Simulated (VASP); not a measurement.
Au: single point with PBE

Au:

```
Au
1.0
    -1.63398    1.63398    1.63398
     1.63398   -1.63398    1.63398
     1.63398    1.63398   -1.63398
Au
1
Direct
  0.00000 0.00000 0.00000
```

This cell differs from its parent crystal: volume scaled by 0.97.

```json
{
 "Program": "VASP 6.6.1",
 "Task": "single point",
 "Functional": "PBE",
 "Potentials or basis": "VASP PAW PBE potentials, release 64 (Au)",
 "Cutoff": "520 eV",
 "k mesh": "18 × 18 × 18",
 "Occupations": "gaussian, width 0.1 eV",
 "Spin": "no spin polarisation"
}
```

| Quantity | Value |
| --- | --- |
| Pressure | 4.5 GPa |

Levels at points of the mesh, in eV from the Fermi level:
```csv
k point,band 2,band 3,band 4,band 5,band 6,band 7,band 8,band 9,band 10,band 11
"(0.00, 0.00, 0.00)",-4.80,-4.80,-4.80,-2.94,-2.94,16.47,16.47,16.47,23.87,23.87
"(0.50, 0.00, 0.00)",-5.85,-3.08,-2.74,-1.45,-0.57,3.39,12.33,13.72,21.47,21.87
"(0.50, 0.50, 0.50)",-6.68,-1.82,-1.82,-1.82,6.24,6.24,6.24,9.41,15.72,15.72
```

Run time: 18 s on 1 thread of Intel(R) Xeon(R) 6975P-C (Granite Rapids), on a shared host, peak memory 0.17 GiB.

Caveat: spin-orbit coupling is left out, which moves the levels of the heavy elements.
